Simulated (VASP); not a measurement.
Crystal: BeTe.

```
CELL_PARAMETERS angstrom
0.00000 2.82862 2.82862
2.82862 0.00000 2.82862
2.82862 2.82862 0.00000
ATOMIC_POSITIONS crystal
Be 0.00000 0.00000 0.00000
Te 0.25000 0.25000 0.25000
```

Base run:

- Program: VASP 6.6.1
- Functional: PBEsol
- Potentials or basis: VASP PAW PBE potentials, release 64 (Be, Te)
- Cutoff: 600 eV
- k mesh: 6 × 6 × 6
- Occupations: gaussian, width 0.01 eV
- Spin: no spin polarisation

Its results: band gap on the k mesh 1.88 eV, indirect (least direct gap 3.61 eV); pressure -1.3 GPa.

Problem. The run is repeated on the same cell with these changes: functional from PBEsol to PBE-based screened hybrid; cutoff from 600 eV to 520 eV; k mesh from 6 × 6 × 6 to 4 × 4 × 4. What comes out?

Solution. Band gap on the k mesh 2.05 eV, indirect (least direct gap 3.69 eV); pressure 0.6 GPa.

Several settings changed at once, so the effect can't be laid on one alone.

Caveats: some runs use coarse meshes; the PAW data sets were made with another functional, which shifts forces and pressure a little; spin-orbit coupling is left out, which moves the levels of the heavy elements.

A k mesh can miss the band edges.
